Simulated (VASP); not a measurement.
# Ta (Fd-3m) in VASP: further runs

Ta is run at these levels: PBE; tasks: single point.

Program: VASP 6.6.1. These are calculated values, not measurements. Logs are shortened: lines on timing, memory, paths and dates and some standing lists are left out, and cuts for length are marked.

### Step 1. The cell of the first run

Symmetry: Fd-3m, No. 227, cubic system. The conventional cell has a = 5.711 Å, b = 5.711 Å, c = 5.711 Å, α = 90.00°, β = 90.00°, γ = 90.00°. Ta (site symmetry -43m) has 4 Ta at 2.47 Å within 3.3 Å.

This isn't the form of Ta at room conditions, which is bcc.

### Step 2. Single point, PBE

The input, INCAR:

```
SYSTEM = Ta
PREC = Accurate ; ENCUT = 500
EDIFF = 1E-6 ; ISMEAR = 0
SIGMA = 0.05 ; LREAL = .False.
LASPH = .True. ; NELM = 120
ALGO = Normal ; ISIF = 2
LWAVE = .False. ; LCHARG = .False.
GGA = PE ; NBANDS = 18
GGA_COMPAT = .False.
```

The input, KPOINTS:

```
Automatic mesh
0
Gamma
  7 7 7
  0 0 0
```

The input, POSCAR:

```
Ta
1.0
    0.0000000000      2.8554774822      2.8554774822
    2.8554774822      0.0000000000      2.8554774822
    2.8554774822      2.8554774822      0.0000000000
Ta
2
Direct
    1.0000000000      1.0000000000      1.0000000000
    0.2500000000      0.2500000000      0.2500000000
```

Potentials or basis: VASP PAW PBE potentials, release 64 (Ta_pv).

On the command line:

```sh
$ cat potpaw_PBE.64/Ta_pv/POTCAR > POTCAR
$ mpirun -np 1 vasp_std > vasp.out
```

OUTCAR:

```text
SYSTEM = Ta
   PREC = Accurate
   ENCUT = 500
   EDIFF = 1E-6
   ISMEAR = 0
   LREAL = .False.
   LASPH = .True.
   NELM = 120
   ISIF = 2
   GGA = PE

 ion  position               nearest neighbor table
   1  0.000  0.000  0.000-   2 2.47   2 2.47   2 2.47   2 2.47
   2  0.250  0.250  0.250-   1 2.47   1 2.47   1 2.47   1 2.47

  LATTYP: Found a face centered cubic cell.
 ALAT       =     5.7109549644

  Lattice vectors:

 A1 = (   0.0000000000,   2.8554774822,   2.8554774822)
 A2 = (   2.8554774822,   0.0000000000,   2.8554774822)
 A3 = (   2.8554774822,   2.8554774822,   0.0000000000)

Analysis of symmetry for initial positions (statically):
=====================================================================
 Subroutine PRICEL returns:
 Original cell was already a primitive cell.

 Routine SETGRP: Setting up the symmetry group for a
 face centered cubic supercell.

 Subroutine GETGRP returns: Found 48 space group operations
 (whereof 24 operations were pure point group operations)
 out of a pool of 48 trial point group operations.

The static configuration has the point symmetry T_d .
 The point group associated with its full space group is O_h .

Analysis of symmetry for dynamics (positions and initial velocities):
=====================================================================
 Subroutine PRICEL returns:
 Original cell was already a primitive cell.

 Routine SETGRP: Setting up the symmetry group for a
 face centered cubic supercell.

 Subroutine GETGRP returns: Found 48 space group operations
 (whereof 24 operations were pure point group operations)
 out of a pool of 48 trial point group operations.

The dynamic configuration has the point symmetry T_d .
 The point group associated with its full space group is O_h .

 Subroutine INISYM returns: Found 48 space group operations
 (whereof 24 operations are pure point group operations),
 and found     1 'primitive' translations

----------------------------------------------------------------------------------------

                                     Primitive cell

  volume of cell :      46.5657

  direct lattice vectors                    reciprocal lattice vectors
     0.000000000  2.855477482  2.855477482    -0.175102064  0.175102064  0.175102064
     2.855477482  0.000000000  2.855477482     0.175102064 -0.175102064  0.175102064
     2.855477482  2.855477482  0.000000000     0.175102064  0.175102064 -0.175102064

  length of vectors
     4.038254982  4.038254982  4.038254982     0.303285671  0.303285671  0.303285671

  position of ions in fractional coordinates (direct lattice)
     0.000000000  0.000000000  0.000000000
     0.250000000  0.250000000  0.250000000

  ion indices of the primitive-cell ions
   primitive index   ion index
                 1           1
                 2           2

----------------------------------------------------------------------------------------

 KPOINTS: Automatic mesh

Automatic generation of k-mesh.
 Grid dimensions read from file:
 generate k-points for:    7    7    7

 Generating k-lattice:

  Cartesian coordinates                     Fractional coordinates (reciprocal lattice)
    -0.025014581  0.025014581  0.025014581     0.142857143  0.000000000  0.000000000
     0.025014581 -0.025014581  0.025014581     0.000000000  0.142857143  0.000000000
     0.025014581  0.025014581 -0.025014581     0.000000000  0.000000000  0.142857143

  Length of vectors
     0.043326524  0.043326524  0.043326524

  Shift w.r.t. Gamma in fractional coordinates (k-lattice)
     0.000000000  0.000000000  0.000000000

 Subroutine IBZKPT returns following result:
 ===========================================

 Found     20 irreducible k-points:

 Following reciprocal coordinates:
            Coordinates               Weight
  0.000000  0.000000  0.000000      1.000000
  0.142857  0.000000  0.000000      8.000000
  0.285714  0.000000  0.000000      8.000000
  0.428571  0.000000  0.000000      8.000000
  0.142857  0.142857  0.000000      6.000000
  0.285714  0.142857  0.000000     24.000000
[... 12 lines left out ...]
 -0.428571  0.428571  0.142857     24.000000
 -0.285714  0.428571  0.142857     24.000000
   k-points           NKPTS =     20   k-points in BZ     NKDIM =     20   number of bands    NBANDS=     18
   number of dos      NEDOS =    301   number of ions     NIONS =      2
   total plane-waves  NPLWV =  27000
   dimension x,y,z NGX =    30 NGY =   30 NGZ =   30
   dimension x,y,z NGXF=    60 NGYF=   60 NGZF=   60
   ions per type =               2
   NGX,Y,Z   is equivalent  to a cutoff of  12.35, 12.35, 12.35 a.u.
   NGXF,Y,Z  is equivalent  to a cutoff of  24.70, 24.70, 24.70 a.u.
 SYSTEM =  Ta
   PREC   = accura    normal or accurate (medium, high low for compatibility)
   ISTART =      0    job   : 0-new  1-cont  2-samecut
   ICHARG =      2    charge: 1-file 2-atom 10-const
   ISPIN  =      1    spin polarized calculation?
   LNONCOLLINEAR =      F non collinear calculations
   LSORBIT =      F    spin-orbit coupling
   LASPH  =      T    aspherical Exc in radial PAW
   ENCUT  =  500.0 eV  36.75 Ry    6.06 a.u.   7.36  7.36  7.36*2*pi/ulx,y,z
   NELM   =    120;   NELMIN=  2; NELMDL= -5     # of ELM steps
   EDIFF  = 0.1E-05   stopping-criterion for ELM
   LREAL  =      F    real-space projection
   EDIFFG = 0.1E-04   stopping-criterion for IOM
   NSW    =      0    number of steps for IOM
   IBRION =     -1    ionic relax: 0-MD 1-quasi-New 2-CG
   NFREE  =      0    steps in history (QN), initial steepest desc. (CG)
   ISIF   =      2    stress and relaxation
   ISYM   =      2    0-nonsym 1-usesym 2-fastsym
   POTIM  = 0.5000    time-step for ionic-motion
   TEBEG  =    0.0;   TEEND  =   0.0 temperature during run
   PSTRESS=    0.0 pullay stress
   NELECT =      22.0000    total number of electrons
   NUPDOWN=      -1.0000    fix difference up-down
   EMIN   =  10.00;   EMAX   =-10.00  energy-range for DOS
   EFERMI =   0.00;   METHOD = LEGACY
   ISMEAR =     0;   SIGMA  =   0.05  broadening in eV -4-tet -1-fermi 0-gaus
   EFERMI_NEDOS =   21; number of points for ismear=-14 and -15
   IALGO  =     38    algorithm
   IMIX   =      4    mixing-type and parameters
     AMIX     =   0.40;   BMIX     =  1.00
     AMIX_MAG =   1.60;   BMIX_MAG =  1.00
  volume/ion in A,a.u.               =      23.28       157.12
  Fermi-wavevector in a.u.,A,eV,Ry     =   1.275049  2.409494 22.119682  1.625751
  Thomas-Fermi vector in A             =   2.407783
   LORBIT       =      0    0 simple, 1 ext, 2 COOP (PROOUT), +10 PAW based schemes
   GGA     = PE    functional components
   LHFCALC =     F    Hartree Fock is set to
   AEXX    =    0.0000 exact exchange contribution
   IVDW    =     0    specifies the selected vdW correction
   LEPSILON=     F    determine dielectric tensor
   LRPA    =     F    only Hartree local field effects (RPA)
 non-spin polarized calculation
 Gauss-broadening in eV      SIGMA  =   0.05
  energy-cutoff  :      500.00
  volume of cell :       46.57
 maximum number of plane-waves:      1243
 NGX is ok and might be reduce to    30
   NGX = 15   NGY = 15   NGZ = 15

 number of electron      22.0000001 magnetization

 Free energy of the ion-electron system (eV)
  ---------------------------------------------------
  ext. energy  EPLUGINS =         0.00000000
  ---------------------------------------------------
  free energy    TOTEN  =       -17.30515771 eV

  energy without entropy =      -17.30035256  energy(sigma->0) =      -17.30275513

 E-fermi :   3.2730     XC(G=0): -10.9154

 val. band max:        3.2511696231   @ k =  -0.4286   0.1429   0.0000
 cond. band min:       3.2751234594   @ k =   0.1429   0.0000   0.0000
 fundamental gap:      0.0239538362
 Fermi energy:         3.2730363546

 k-point     1 :       0.0000    0.0000    0.0000
  band No.  band energies     occupation
      1     -30.9484      2.00000
      2     -30.9484      2.00000
      3     -30.9484      2.00000
      4     -29.6118      2.00000
      5     -29.6118      2.00000
      6     -29.6118      2.00000
[... 10 lines left out ...]
     17      10.4336      0.00000
     18      13.9607      0.00000

 k-point     2 :       0.1429    0.0000    0.0000
  band No.  band energies     occupation
      1     -30.9806      2.00000
      2     -30.9806      2.00000
      3     -30.9488      2.00000
      4     -29.6152      2.00000
      5     -29.5757      2.00000
      6     -29.5757      2.00000
[... 10 lines left out ...]
     17      10.3236      0.00000
     18      13.5597      0.00000

 k-point     3 :       0.2857    0.0000    0.0000
  band No.  band energies     occupation
      1     -31.0476      2.00000
      2     -31.0476      2.00000
      3     -30.9521      2.00000
      4     -29.6197      2.00000
      5     -29.5002      2.00000
      6     -29.5002      2.00000
[... 10 lines left out ...]
     17       9.9312      0.00000
     18      12.0978      0.00000

 k-point     4 :       0.4286    0.0000    0.0000
  band No.  band energies     occupation
      1     -31.0968      2.00000
      2     -31.0968      2.00000
      3     -30.9573      2.00000
      4     -29.6200      2.00000
      5     -29.4441      2.00000
      6     -29.4441      2.00000
[... 10 lines left out ...]
     17       9.2398      0.00000
     18       9.4414      0.00000

 k-point     5 :       0.1429    0.1429    0.0000
  band No.  band energies     occupation
      1     -31.0183      2.00000
      2     -31.0183      2.00000
      3     -30.8857      2.00000
      4     -29.6852      2.00000
      5     -29.5339      2.00000
      6     -29.5339      2.00000
[... 10 lines left out ...]
     17      10.6661      0.00000
     18      13.3920      0.00000

 k-point     6 :       0.2857    0.1429    0.0000
  band No.  band energies     occupation
      1     -31.0932      2.00000
      2     -31.0859      2.00000
      3     -30.8344      2.00000
      4     -29.7433      2.00000
      5     -29.4576      2.00000
      6     -29.4534      2.00000
[... 10 lines left out ...]
     17      10.5627      0.00000
     18      13.0312      0.00000

 k-point     7 :       0.4286    0.1429    0.0000
  band No.  band energies     occupation
      1     -31.1725      2.00000
      2     -31.1315      2.00000
      3     -30.8016      2.00000
      4     -29.7766      2.00000
      5     -29.4052      2.00000
      6     -29.3716      2.00000
[... 10 lines left out ...]
     17       9.8385      0.00000
     18      10.1628      0.00000

 k-point     8 :      -0.4286    0.1429    0.0000
  band No.  band energies     occupation
      1     -31.2082      2.00000
      2     -31.1260      2.00000
      3     -30.8016      2.00000
      4     -29.7743      2.00000
      5     -29.4109      2.00000
      6     -29.3350      2.00000
[... 10 lines left out ...]
     17       9.2282      0.00000
     18       9.4931      0.00000
[... 145 lines left out ...]
     17      10.2855      0.00000
     18      10.2926      0.00000

 k-point    16 :      -0.4286    0.4286    0.0000
  band No.  band energies     occupation
      1     -31.2776      2.00000
      2     -31.2448      2.00000
      3     -30.3658      2.00000
      4     -30.2393      2.00000
      5     -29.2751      2.00000
      6     -29.2470      2.00000
[... 10 lines left out ...]
     17       9.2378      0.00000
     18       9.6392      0.00000

 k-point    17 :       0.4286    0.2857    0.1429
  band No.  band energies     occupation
      1     -31.1973      2.00000
      2     -31.1277      2.00000
      3     -30.7322      2.00000
      4     -29.8509      2.00000
      5     -29.4104      2.00000
      6     -29.3419      2.00000
[... 10 lines left out ...]
     17      10.5136      0.00000
     18      11.6763      0.00000

 k-point    18 :      -0.4286    0.2857    0.1429
  band No.  band energies     occupation
      1     -31.2591      2.00000
      2     -31.1727      2.00000
      3     -30.6393      2.00000
      4     -29.9427      2.00000
      5     -29.3603      2.00000
      6     -29.2796      2.00000
[... 10 lines left out ...]
     17       9.7545      0.00000
     18       9.8636      0.00000

 k-point    19 :      -0.4286    0.4286    0.1429
  band No.  band energies     occupation
      1     -31.2652      2.00000
      2     -31.2391      2.00000
      3     -30.4555      2.00000
      4     -30.1406      2.00000
      5     -29.2875      2.00000
      6     -29.2629      2.00000
[... 10 lines left out ...]
     17       9.7775      0.00000
     18      10.1445      0.00000

 k-point    20 :      -0.2857    0.4286    0.1429
  band No.  band energies     occupation
      1     -31.2876      2.00000
      2     -31.2289      2.00000
      3     -30.4416      2.00000
      4     -30.1458      2.00000
      5     -29.2998      2.00000
      6     -29.2462      2.00000
[... 10 lines left out ...]
     17       9.6592      0.00000
     18       9.7332      0.00000

------------------------ aborting loop because EDIFF is reached ----------------------------------------

  FORCE on cell =-STRESS in cart. coord.  units (eV):
  Direction    XX          YY          ZZ          XY          YZ          ZX
  --------------------------------------------------------------------------------------
  -------------------------------------------------------------------------------------
  Total        5.9247440      5.9247440      5.9247440     -0.0000000     -0.0000000     -0.0000000
  in kB      203.8515227    203.8515227    203.8515227     -0.0000000     -0.0000000     -0.0000000
  external PRESSURE =     203.8515227 kB  Pullay stress =       0.0000000 kB

 VOLUME and BASIS-vectors are now :
 -----------------------------------------------------------------------------
  energy-cutoff  :      500.00
  volume of cell :       46.57
      direct lattice vectors                 reciprocal lattice vectors
     0.000000000  2.855477482  2.855477482    -0.175102064  0.175102064  0.175102064
     2.855477482  0.000000000  2.855477482     0.175102064 -0.175102064  0.175102064
     2.855477482  2.855477482  0.000000000     0.175102064  0.175102064 -0.175102064

 POSITION                                       TOTAL-FORCE (eV/Angst)
 -----------------------------------------------------------------------------------
      0.00000      0.00000      0.00000         0.000000      0.000000      0.000000
      1.42774      1.42774      1.42774        -0.000000     -0.000000     -0.000000
 -----------------------------------------------------------------------------------
    total drift:                                0.000000     -0.000000      0.000000

  FREE ENERGIE OF THE ION-ELECTRON SYSTEM (eV)
  ---------------------------------------------------
  free  energy   TOTEN  =       -17.3051577090 eV

  energy  without entropy=      -17.3003525597  energy(sigma->0) =      -17.30275513
```

It took 7 s on 1 thread of Intel Xeon 6975P-C (Granite Rapids), shared host; peak memory 0.17 GiB.

What came out:

```yaml
Free_energy: -17.3052 eV
Pressure: 20.4 GPa
Band_gap_on_the_k_mesh: zero (bands 11 and 12 overlap by 0.52 eV)
```

Caveat: the cell stands under pressure; spin-orbit coupling is left out, which moves the levels of the heavy elements.

### Step 3. Single point, PBE

This run uses another cell than the first one, of 25.30 Å³/atom.

The input, INCAR:

```
ALGO = Normal
EDIFF = 1E-6
ENCUT = 500
GGA = PE
GGA_COMPAT = False
ISIF = 2
ISMEAR = 0
LASPH = True
LCHARG = False
LREAL = False
LWAVE = False
NBANDS = 18
NELM = 120
PREC = Accurate
SIGMA = 0.05
```

The input, KPOINTS:

```
k-points
0
Gamma
  7 7 7
```

The input, POSCAR:

```
Ta
1.0
    0.0000000000      2.9355796241      2.9355796241
    2.9355796241      0.0000000000      2.9355796241
    2.9355796241      2.9355796241      0.0000000000
Ta
2
Direct
    1.0000000000      1.0000000000      1.0000000000
    0.2500000000      0.2500000000      0.2500000000
```

Potentials or basis: VASP PAW PBE potentials, release 64 (Ta_pv).

On the command line:

```sh
$ cat potpaw_PBE.64/Ta_pv/POTCAR > POTCAR
$ mpirun -np 1 vasp_std > vasp.out
```

Wall time 7 s (1 thread of Intel Xeon 6975P-C (Granite Rapids), shared host); peak memory 0.16 GiB.

It converged, with:

| Item | Value |
| --- | --- |
| Free energy | -17.6824 eV |
| Pressure | 10.2 GPa |
| Band gap on the k mesh | zero (bands 11 and 12 overlap by 0.44 eV) |

Levels at points of the mesh, in eV from the Fermi level:
```
           k point  band 7  band 8  band 9  band 10  band 11  band 12  band 13  band 14  band 15  band 16
(0.00, 0.00, 0.00)   -5.92   -1.28   -1.28    -0.32    -0.32    -0.32     2.22     2.22     2.22     6.57
```

Caveat: the cell stands under pressure; spin-orbit coupling is left out, which moves the levels of the heavy elements.
